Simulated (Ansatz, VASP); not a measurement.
ScW3 in VASP and in Ansatz

```
CELL_PARAMETERS angstrom
0.00000 3.23570 3.23570
3.23570 0.00000 3.23570
3.23570 3.23570 0.00000
ATOMIC_POSITIONS crystal
Sc 0.00000 0.00000 0.00000
W 0.25000 0.25000 0.25000
W 0.75000 0.75000 0.75000
W 0.50000 0.50000 0.50000
```

Change from the starting cell: species swapped into the ZnCo3 type (Fm-3m, No. 225).

Alike in both runs: task relaxation of cell and atoms; functional PBE; k mesh 6 × 6 × 6; occupations gaussian, width 0.1 eV; no spin polarisation.

|  | VASP | Ansatz |
| --- | --- | --- |
| version | VASP 6.6.1 | Ansatz 0.2.0 |
| potentials or method | VASP PAW PBE potentials, release 64 (Sc_sv, W_sv), cutoff 600 eV | scalar-relativistic, plane waves, PAW |
| valence electrons in the cell | 53 | 53 |

```csv
,VASP,Ansatz,Ansatz less VASP
"gap on the k mesh at the Fermi level, each at its own relaxed structure (eV)",none,none,-
relaxed volume (Å³/atom),16.87,16.84,-0.031
relaxed cell length with the largest relative difference (Å),4.570,4.567,-0.0028
```

A gap of «none» marks a metal or a gap that the smearing closes.

Neither program's run includes spin-orbit coupling.
